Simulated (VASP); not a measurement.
Set up this calculation in VASP 6.6.1, as the native input.

```yaml
Task: single point
Functional: PBE
Potentials_or_basis: VASP PAW PBE potentials, release 64 (C, F, H)
Cutoff: 520 eV
k_mesh: 2 × 2 × 1
Occupations: gaussian, width 0.02 eV
Spin: no spin polarisation
Dipole_correction: no
Further_INCAR_settings: LREAL = Auto; ALGO = Normal; EDIFF = 1e-06; NBANDS = 56
```

The structure of HC18F lies in POSCAR:

```
HC18F
1.0
    7.3980000000      0.0000000000      0.0000000000
   -3.6990000000      6.4068560000      0.0000000000
    0.0000000000      0.0000000000     11.0000000000
C F H
18 1 1
Direct
    0.0039511823      0.0005920235      0.0833125000
    0.2279804708      0.1126030672      0.0832572577
    0.0064436343      0.3364115580      0.0777876748
    0.2268954378      0.4473270908      0.0782819085
    0.0064446624      0.6672583869      0.0777897233
    0.2269000732      0.7767914184      0.0782651169
    0.3386985350      0.0010239284      0.0828685726
    0.5574237163      0.1067144483      0.0861684970
    0.3386987187      0.3348949692      0.0828901722
    0.5574364963      0.4479339312      0.0862037779
    0.3353339736      0.6662792014      0.0842913761
    0.5592194150      0.7782214569      0.1135795901
    0.6722345617      0.0022404025      0.0872352849
    0.8919559051      0.1107797574      0.0823728353
    0.6714724873      0.3343498076      0.1073781170
    0.8990862654      0.4481612309      0.0826389425
    0.6722446140      0.6672229128      0.0872600828
    0.8919611640      0.7784119985      0.0823831550
    0.5588073564      0.7780737047      0.2587624663
    0.6716261200      0.3343382556      0.2100002090
```

One way to write it, as run:

INCAR

```
SYSTEM = HC18F
ALGO     = Normal         ! electronic algorithm
EDIFF    = 1E-6           ! SCF threshold, eV
ENCUT    = 520            ! plane-wave cutoff, eV
GGA      = PE             ! functional
ISIF     = 2              ! what is computed and relaxed
ISMEAR   = 0              ! smearing method
LASPH    = .TRUE.         ! aspherical terms in the spheres
LCHARG   = .FALSE.        ! write CHGCAR
LREAL    = Auto         
LWAVE    = .FALSE.        ! write WAVECAR
NBANDS   = 56             ! bands
NELM     = 100            ! most SCF steps
PREC     = Accurate       ! precision mode
SIGMA    = 0.02           ! smearing width, eV
```

KPOINTS

```
k-points
0
G
  2 2 1
  0 0 0
```

Potentials or basis: VASP PAW PBE potentials, release 64 (C, F, H).

Run with:

```sh
$ cat potpaw_PBE.64/C/POTCAR potpaw_PBE.64/F/POTCAR potpaw_PBE.64/H/POTCAR > POTCAR
$ mpirun -np 1 vasp_std > vasp.out
```

It gave:

```json
{
 "Largest force": "0.093 eV/Å",
 "Band gap on the k mesh": "0.28 eV (least direct gap 0.30 eV)"
}
```

Caveat: the k points lie up to 0.49 Å⁻¹ apart.

It took 4.4 min on 1 thread of AMD EPYC 9R14 (Zen 4), with other jobs on the host, peak memory 0.56 GiB.
